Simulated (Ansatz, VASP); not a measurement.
# Hf8CN6: VASP beside Ansatz

```
CELL_PARAMETERS angstrom
-3.13391 -5.42809 0.00000
4.70086 -2.71404 0.00000
0.00000 0.00000 5.41677
ATOMIC_POSITIONS crystal
Hf 0.49915 0.65915 0.75652
Hf 0.49917 0.34398 0.23843
Hf 0.24477 0.17173 0.75779
Hf 0.24354 0.82851 0.23828
Hf 0.99917 0.67209 0.74519
Hf 0.99915 0.33138 0.25138
Hf 0.75354 0.17167 0.75779
Hf 0.75475 0.82850 0.23826
N 0.75316 0.49921 0.99818
N 0.75053 0.49816 0.49747
N 0.24516 0.49918 0.99821
N 0.24771 0.49814 0.49748
N 0.99917 0.00063 0.99827
N 0.99910 0.00047 0.49737
C 0.49914 0.00050 0.99886
```

Alike in both runs: functional PBE; k mesh 2 × 2 × 2; occupations gaussian, width 0.02 eV; no spin polarisation.

Ansatz relaxed the structure, and its values are those at the end. VASP's run is a single point on that final structure, the one shown.

|  | VASP | Ansatz |
| --- | --- | --- |
| version | VASP 6.6.1 | Ansatz 0.2.0 |
| potentials or method | VASP PAW PBE potentials, release 64 (Hf_pv, N, C), cutoff 520 eV | scalar-relativistic, plane waves, PAW |
| valence electrons in the cell | 114 | 242 |

|  | VASP | Ansatz | Ansatz less VASP |
| --- | --- | --- | --- |
| rms of the force components (eV/Å) | 0.034 | 0.005 | -0.0285 |

The functional is the same, so the differences come from potentials, cutoffs and numerics. VASP's potentials hold 114 valence electrons a cell and Ansatz's 242, so a difference there can come from the potentials and not from the codes.

The k mesh is coarse, so the values compare programs but aren't converged. Spin-orbit coupling is off throughout.
